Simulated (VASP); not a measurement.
# BaSrHfZrO6 (P2_1) in VASP: electric field gradients with r2SCAN

Aim: the electric field gradients of BaSrHfZrO6 with r2SCAN.

All numbers are computed with VASP 6.6.1; they aren't measurements. Logs are shortened: lines on timing, memory, paths and dates and some standing lists are left out, and cuts for length are marked.

### 1 The cell of the first run

It takes space group P2_1 (No. 4, monoclinic). Conventional cell: a = 5.918 Å, b = 5.918 Å, c = 8.370 Å, α = 90.00°, β = 90.01°, γ = 90.00°. Ba (site symmetry 1) has 12 O at 2.77 to 3.29 Å and 4 Hf at 3.61 to 3.68 Å and 4 Zr at 3.61 to 3.68 Å within 3.7 Å. Sr (site symmetry 1) has 12 O at 2.63 to 3.29 Å and 4 Hf at 3.55 to 3.65 Å and 4 Zr at 3.55 to 3.65 Å within 3.7 Å. Within 2.8 Å of Zr (site symmetry 1) lie 6 O at 2.09 to 2.16 Å. Within 2.7 Å of Hf (site symmetry 1) lie 6 O at 2.06 to 2.12 Å. O (site symmetry 1) has 1 Hf at 2.09 Å and 1 Zr at 2.12 Å and 2 Ba at 2.77 to 2.96 Å and 8 O at 2.88 to 3.02 Å and 2 Sr at 2.90 to 3.18 Å within 3.2 Å. Within 3.1 Å of O (site symmetry 1) lie 1 Hf at 2.09 Å and 1 Zr at 2.13 Å and 2 Sr at 2.70 to 2.88 Å and 8 O at 2.95 to 3.08 Å and 1 Ba at 3.03 Å. Within 3.2 Å of O (site symmetry 1) lie 1 Hf at 2.09 Å and 1 Zr at 2.12 Å and 2 Ba at 2.77 to 2.96 Å and 8 O at 2.90 to 3.02 Å and 2 Sr at 2.90 to 3.18 Å. Within 3.1 Å of O (site symmetry 1) lie 1 Hf at 2.10 Å and 1 Zr at 2.13 Å and 2 Sr at 2.70 to 2.88 Å and 8 O at 2.94 to 3.09 Å and 1 Ba at 3.03 Å.

### 2 Electric field gradients, r2SCAN

File POSCAR:

```
BaSrHfZrO6
1.0
    5.9178388204      0.0000000000      0.0000000000
    0.0000000000      5.9181134400      0.0000000000
   -0.0019551199      0.0000000000      8.3699169486
Ba Sr Zr Hf O
2 2 2 2 12
Direct
    0.7537886700      0.5069062700      0.4999474900
    0.2462113300      0.0069062700      0.5000525100
    0.7518624500      0.4895568100      0.0000857400
    0.2481375500      0.9895568100      0.9999142600
    0.7503151700      0.9996723200      0.7548295500
    0.2496848300      0.4996723200      0.2451704500
    0.2496783500      0.4996747600      0.7546689100
    0.7503216500      0.9996747600      0.2453310900
    0.0208981200      0.7673957800      0.7360741500
    0.9791018800      0.2673957800      0.2639258500
    0.4781984400      0.2320036100      0.7807870500
    0.5218015600      0.7320036100      0.2192129500
    0.9827989900      0.2707669000      0.7360789400
    0.0172010100      0.7707669000      0.2639210600
    0.5178317300      0.7283015800      0.7808051500
    0.4821682700      0.2283015800      0.2191948500
    0.8034467700      0.0075094200      0.0015977200
    0.1965532300      0.5075094200      0.9984022800
    0.7160795400      0.9982125400      0.4977956600
    0.2839204600      0.4982125400      0.5022043400
```

File INCAR.step1:

```
PREC = Accurate ; ENCUT = 520
ISMEAR = -1 ; SIGMA = 0.02
LREAL = Auto ; LASPH = T
NELM = 100 ; NBANDS = 94
GGA = PE ; ALGO = Normal
EDIFF = 1E-4 ; LWAVE = T
LCHARG = F ; KPAR = 4
```

File INCAR.step2:

```
PREC = Accurate ; ENCUT = 520
EDIFF = 1E-8 ; ISMEAR = -1
SIGMA = 0.02 ; LREAL = Auto
LASPH = T ; NELM = 100
ALGO = Normal ; ISIF = 2
LWAVE = F ; LCHARG = F
METAGGA = R2SCAN ; LMIXTAU = T
LEFG = T ; NBANDS = 94
ISTART = 1 ; KPAR = 4
```

File KPOINTS:

```
Automatic mesh
0
Gamma
  4 4 3
```

Potentials or basis: VASP PAW PBE potentials, release 64 (Ba_sv, Sr_sv, Zr_sv, Hf_pv, O).

On the command line:

```sh
$ cat potpaw_PBE.64/Ba_sv/POTCAR potpaw_PBE.64/Sr_sv/POTCAR potpaw_PBE.64/Zr_sv/POTCAR potpaw_PBE.64/Hf_pv/POTCAR potpaw_PBE.64/O/POTCAR > POTCAR
$ cp INCAR.step1 INCAR
$ mpirun -np 4 vasp_std > vasp.out
$ cp INCAR.step2 INCAR
$ mpirun -np 4 vasp_std > vasp.out
```

OUTCAR:

```text
PREC = Accurate
   ENCUT = 520
   EDIFF = 1E-8
   ISMEAR = -1
   LREAL = Auto
   LASPH = T
   NELM = 100
   ISIF = 2
   METAGGA = R2SCAN
   ISTART = 1

 ion  position               nearest neighbor table
   1  0.754  0.507  0.500-  10 2.77  13 2.77  20 2.78  19 2.92  14 2.96   9 2.96  19 3.02  12 3.03
                            15 3.03  20 3.14  16 3.29  11 3.29   8 3.61   5 3.61   7 3.63   6 3.63
   2  0.246  0.007  0.500-   9 2.77  14 2.77  19 2.78  20 2.92  13 2.96  10 2.96  20 3.02  11 3.03
                            16 3.03  19 3.14  15 3.29  12 3.29   7 3.61   6 3.61   8 3.63   5 3.63
   3  0.752  0.490  0.000-  18 2.63  12 2.70  15 2.70  17 2.87  16 2.88  11 2.88  10 2.90  13 2.90
                            17 3.08  14 3.18   9 3.18  18 3.29   8 3.55   5 3.55   6 3.59   7 3.59
   4  0.248  0.990  1.000-  17 2.63  11 2.70  16 2.70  18 2.87  15 2.88  12 2.88   9 2.90  14 2.90
                            18 3.08  13 3.18  10 3.18  17 3.29   7 3.55   6 3.55   5 3.59   8 3.59
   5  0.750  1.000  0.755-  17 2.09   9 2.12  13 2.12  15 2.13  11 2.13  19 2.16   3 3.55   4 3.59
                             4 3.61   1 3.61   2 3.63   3 3.65   2 3.67   1 3.68
   6  0.250  0.500  0.245-  18 2.09  10 2.12  14 2.12  16 2.13  12 2.13  20 2.16   4 3.55   3 3.59
                             3 3.61   2 3.61   1 3.63   4 3.65   1 3.67   2 3.68
   7  0.250  0.500  0.755-  18 2.06  13 2.09   9 2.09  11 2.09  15 2.10  20 2.12   4 3.55   3 3.59
                             2 3.61   3 3.61   1 3.63   4 3.65   1 3.67   2 3.68
   8  0.750  1.000  0.245-  17 2.06  14 2.09  10 2.09  12 2.09  16 2.10  19 2.12   3 3.55   4 3.59
                             1 3.61   4 3.61   2 3.63   3 3.65   2 3.67   1 3.68
   9  0.021  0.767  0.736-   7 2.09   5 2.12   2 2.77   4 2.90   1 2.96   3 3.18
  10  0.979  0.267  0.264-   8 2.09   6 2.12   1 2.77   3 2.90   2 2.96   4 3.18
  11  0.478  0.232  0.781-   7 2.09   5 2.13   4 2.70   3 2.88   2 3.03   1 3.29
  12  0.522  0.732  0.219-   8 2.09   6 2.13   3 2.70   4 2.88   1 3.03   2 3.29
  13  0.983  0.271  0.736-   7 2.09   5 2.12   1 2.77   3 2.90   2 2.96   4 3.18
  14  0.017  0.771  0.264-   8 2.09   6 2.12   2 2.77   4 2.90   1 2.96   3 3.18
  15  0.518  0.728  0.781-   7 2.10   5 2.13   3 2.70   4 2.88   1 3.03   2 3.29
  16  0.482  0.228  0.219-   8 2.10   6 2.13   4 2.70   3 2.88   2 3.03   1 3.29
  17  0.803  0.008  0.002-   8 2.06   5 2.09   4 2.63   3 2.87   3 3.08   4 3.29
  18  0.197  0.508  0.998-   7 2.06   6 2.09   3 2.63   4 2.87   4 3.08   3 3.29
  19  0.716  0.998  0.498-   8 2.12   5 2.16   2 2.78   1 2.92   1 3.02   2 3.14
  20  0.284  0.498  0.502-   7 2.12   6 2.16   1 2.78   2 2.92   2 3.02   1 3.14

  LATTYP: Found a simple monoclinic cell.
 ALAT       =     5.9178388204
 B/A-ratio  =     1.0000464054
 C/A-ratio  =     1.4143536908
 COS(beta)  =    -0.0002335889

  Lattice vectors:

 A1 = (   5.9178388204,   0.0000000000,   0.0000000000)
 A2 = (   0.0000000000,   5.9181134400,   0.0000000000)
 A3 = (  -0.0019551199,   0.0000000000,   8.3699169486)

Analysis of symmetry for initial positions (statically):
[... 2178 lines left out ...]
 VOLUME and BASIS-vectors are now :
 -----------------------------------------------------------------------------
  energy-cutoff  :      520.00
  volume of cell :      293.13
      direct lattice vectors                 reciprocal lattice vectors
     5.917838820  0.000000000  0.000000000     0.168980608  0.000000000  0.000039472
     0.000000000  5.918113440  0.000000000     0.000000000  0.168972766  0.000000000
    -0.001955120  0.000000000  8.369916949     0.000000000  0.000000000  0.119475499

 POSITION                                       TOTAL-FORCE (eV/Angst)
 -----------------------------------------------------------------------------------
      4.45982      2.99993      4.18452         0.016837     -0.001974      0.000584
      1.45606      0.04087      4.18540        -0.016837     -0.001974     -0.000584
      4.44940      2.89725      0.00072         0.025833     -0.046498      0.000177
      1.46648      5.85631      8.36920        -0.025833     -0.046498     -0.000177
      4.43877      5.91617      6.31786         0.044849      0.000061      0.070974
      1.47712      2.95712      2.05206        -0.044849      0.000061     -0.070974
[... 12 lines left out ...]
      4.23667      5.90754      4.16651         0.019204      0.005593      0.075653
      1.67921      2.94848      4.20341        -0.019204      0.005593     -0.075653
 -----------------------------------------------------------------------------------
    total drift:                                0.000000     -0.003137     -0.000001

  FREE ENERGIE OF THE ION-ELECTRON SYSTEM (eV)
  ---------------------------------------------------
  free  energy   TOTEN  =      -363.4332303479 eV

  energy  without entropy=     -363.4332303479  energy(sigma->0) =     -363.43323035

 Electric field gradients (V/A^2)
---------------------------------------------------------------------
 ion       V_xx      V_yy      V_zz      V_xy      V_xz      V_yz
---------------------------------------------------------------------
   1     -13.014     5.804     7.211    42.949     0.177     0.441
   2     -13.014     5.804     7.211   -42.949     0.177    -0.441
   3     -17.905    12.452     5.453    23.618    -0.028     0.163
   4     -17.905    12.452     5.453   -23.618    -0.028    -0.163
   5      -4.754     2.224     2.530    -0.642     1.457    -0.737
   6      -4.754     2.224     2.530     0.642     1.457     0.737
[... 12 lines left out ...]
  19      -1.308     3.754    -2.446    -0.156     0.067     0.069
  20      -1.308     3.754    -2.446     0.156     0.067    -0.069
---------------------------------------------------------------------

 Electric field gradients after diagonalization (V/A^2)
 (convention: |V_zz| > |V_xx| > |V_yy|)
----------------------------------------------------------------------
 ion       V_xx      V_yy      V_zz     asymmetry (V_yy - V_xx)/ V_zz
----------------------------------------------------------------------
   1      40.368     7.205   -47.573       0.697
   2      40.368     7.205   -47.573       0.697
   3      25.349     5.452   -30.801       0.646
   4      25.349     5.452   -30.801       0.646
   5       3.422     1.646    -5.068       0.350
   6       3.422     1.646    -5.068       0.350
[... 12 lines left out ...]
  19      -2.451    -1.309     3.760       0.304
  20      -2.451    -1.309     3.760       0.304
----------------------------------------------------------------------

           NMR quadrupolar parameters

 Cq : quadrupolar parameter    Cq=e*Q*V_zz/h
 eta: asymmetry parameters     (V_yy - V_xx)/ V_zz
 Q  : nuclear electric quadrupole moment in mb (millibarn)
----------------------------------------------------------------------
 ion       Cq(MHz)       eta       Q (mb)
----------------------------------------------------------------------
   1      -0.115       0.697       1.000
   2      -0.115       0.697       1.000
   3      -0.074       0.646       1.000
   4      -0.074       0.646       1.000
   5      -0.012       0.350       1.000
   6      -0.012       0.350       1.000
[... 12 lines left out ...]
  19       0.009       0.304       1.000
  20       0.009       0.304       1.000
----------------------------------------------------------------------
```

It took 20 min on 4 MPI ranks of AMD EPYC 7R43 (Zen 3), shared host; peak memory 0.64 GiB.

Results:

```yaml
Free_energy: -363.4332 eV
Pressure: -4.1 GPa
Largest_force: 0.120 eV/Å
Band_gap_on_the_k_mesh: 4.08 eV
Largest_electric_field_gradient_by_atom: Ba -47.6; Sr -30.8; Zr -5.1; Hf -9.0; O +8.2, -8.6, +8.3, -8.7, -8.4, +3.8 (each value once) V/Å²
```

Forces on the atoms (eV/Å):
```
Ba   0.017 -0.002  0.001
Ba  -0.017 -0.002 -0.001
Sr   0.026 -0.046  0.000
Sr  -0.026 -0.046  0.000
Zr   0.045  0.000  0.071
Zr  -0.045  0.000 -0.071
Hf  -0.031  0.004  0.037
Hf   0.031  0.004 -0.037
O   -0.108  0.042  0.000
O    0.108  0.042  0.000
O    0.107 -0.022 -0.037
O   -0.107 -0.022  0.037
O   -0.027 -0.093 -0.001
O    0.027 -0.093  0.001
O    0.015  0.102 -0.037
O   -0.015  0.102  0.037
O   -0.040  0.009 -0.113
O    0.040  0.009  0.113
O    0.019  0.006  0.076
O   -0.019  0.006 -0.076
```

Electric field gradients, principal values (V/Å²):
| atom | least | middle | greatest (by size) |
| --- | --- | --- | --- |
| 1 Ba | 7.205 | 40.368 | -47.573 |
| 2 Ba | 7.205 | 40.368 | -47.573 |
| 3 Sr | 5.452 | 25.349 | -30.801 |
| 4 Sr | 5.452 | 25.349 | -30.801 |
| 5 Zr | 1.646 | 3.422 | -5.068 |
| 6 Zr | 1.646 | 3.422 | -5.068 |
| 7 Hf | 2.474 | 6.521 | -8.995 |
| 8 Hf | 2.474 | 6.521 | -8.995 |
| 9 O | -2.579 | -5.668 | 8.246 |
| 10 O | -2.579 | -5.668 | 8.246 |
| 11 O | 1.808 | 6.794 | -8.602 |
| 12 O | 1.808 | 6.794 | -8.602 |
| 13 O | -2.559 | -5.752 | 8.310 |
| 14 O | -2.559 | -5.752 | 8.310 |
| 15 O | 1.884 | 6.787 | -8.671 |
| 16 O | 1.884 | 6.787 | -8.671 |
| 17 O | 0.020 | 8.383 | -8.403 |
| 18 O | 0.020 | 8.383 | -8.403 |
| 19 O | -1.309 | -2.451 | 3.760 |
| 20 O | -1.309 | -2.451 | 3.760 |

Caveat: the cell stands under tension; without QUAD_EFG the Cq values of the log hold for a quadrupole moment of 1 mb, not for the nuclei; the PAW data sets were made with another functional, which shifts forces and pressure a little; spin-orbit coupling is left out, which moves the levels of the heavy elements; an odd mesh through Γ misses points on the zone boundary, where band edges can lie.
